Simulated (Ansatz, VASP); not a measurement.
## One calculation of As, two programs

File INCAR:

```
PREC = Accurate
ENCUT = 600
EDIFF = 1E-6
ISMEAR = 0
SIGMA = 0.02
LREAL = False
LASPH = True
NELM = 120
ALGO = Normal
ISIF = 2
LWAVE = False
LCHARG = False
GGA = CA
NBANDS = 22
GGA_COMPAT = False
```

The input KPOINTS:

```
Automatic mesh
0
Gamma
  11 11 11
```

Contents of POSCAR:

```
As
1.0
    1.8807968987      1.0858785957      3.5140619945
   -1.8807968987      1.0858785957      3.5140619945
    0.0000000000     -2.1717571915      3.5140619945
As
2
Direct
    0.2260000000      0.2260000000      0.2260000000
    0.7740000000      0.7740000000      0.7740000000
```

Input for Ansatz:

```yaml
crystal:
  lattice:
    - [1.8807968987, 1.0858785957, 3.5140619945]
    - [-1.8807968987, 1.0858785957, 3.5140619945]
    - [0.0, -2.1717571915, 3.5140619945]
  atoms:
    - { symbol: As, position: [0.226, 0.226, 0.226] }
    - { symbol: As, position: [0.774, 0.774, 0.774] }
hamiltonian:
  xc: lda
kpoints:
  mp_grid: { grid: [11, 11, 11] }
scf:
  occupations: { method: gaussian, width: 0.02 }
  convergence: { dr2_threshold: 1.0e-11 }
basis:
  ecutwfc: 600
output:
  forces: true
```

Alike in both runs: task single point; functional LDA; k mesh 11 × 11 × 11; occupations gaussian, width 0.02 eV; no spin polarisation.

|  | VASP | Ansatz |
| --- | --- | --- |
| version | VASP 6.6.1 | Ansatz 0.2.0 |
| potentials or method | VASP PAW LDA potentials, release 64 (As_d), cutoff 600 eV | scalar-relativistic, plane waves, PAW |
| valence electrons in the cell | 30 | 30 |

```tsv
	VASP	Ansatz	Ansatz less VASP
rms of the force components (eV/Å)	0.171	0.150	-0.0212
```

LDA's correlation is that of Perdew and Zunger in VASP and of Perdew and Wang (1992) in Ansatz. Atom by atom the forces differ by 0.021 eV/Å (rms over components).
